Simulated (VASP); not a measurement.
Set up this calculation in VASP 6.6.1, as the native input.

```yaml
Task: single point
Functional: PBEsol
Potentials_or_basis: VASP PAW PBE potentials, release 64 (Ag, Cl)
Cutoff: 520 eV
k_mesh: 4 × 4 × 4
Occupations: gaussian, width 0.01 eV
Spin: no spin polarisation
Dipole_correction: no
Further_INCAR_settings: ALGO = Normal; EDIFF = 1e-06; NBANDS = 26
```

The structure of AgCl lies in POSCAR:

```
AgCl
1.0
    3.5300000000      0.0000000000      0.0000000000
    0.0000000000      4.0110000000      0.0000000000
   -0.9725508841      0.0000000000      5.1520087129
Ag Cl
2 2
Direct
    0.1570000000      0.2500000000      0.2100000000
    0.8430000000      0.7500000000      0.7900000000
    0.3080000000      0.2500000000      0.7050000000
    0.6920000000      0.7500000000      0.2950000000
```

The input as run:

INCAR

```
SYSTEM = AgCl
  ALGO = Normal
  EDIFF = 1E-6
  ENCUT = 520
  GGA = PS
  ISIF = 2
  ISMEAR = 0
  LASPH = .True.
  LCHARG = .True.
  LELF = .True.
  LREAL = .False.
  LVHAR = .True.
  LWAVE = .False.
  NBANDS = 26
  NELM = 60
  PREC = Accurate
  SIGMA = 0.01
```

KPOINTS

```
k-points
0
Gamma
  4 4 4
  0 0 0
```

Potentials or basis: VASP PAW PBE potentials, release 64 (Ag, Cl).

Command:

```sh
$ cat potpaw_PBE.64/Ag/POTCAR potpaw_PBE.64/Cl/POTCAR > POTCAR
$ mpirun -np 1 vasp_std > vasp.out
```

It gave:

```
Pressure               : 4.6 GPa
Largest force          : 0.839 eV/Å
Band gap on the k mesh : 0.61 eV (least direct gap 2.27 eV)
```

Caveat: the k points lie up to 0.45 Å⁻¹ apart; semilocal functionals underestimate gaps, and a narrow one can read as zero; the PAW data sets were made with another functional, which shifts forces and pressure a little.

Run time: 42 s on 1 thread of Intel Xeon 8259CL, on a shared host, peak memory 0.2 GiB.
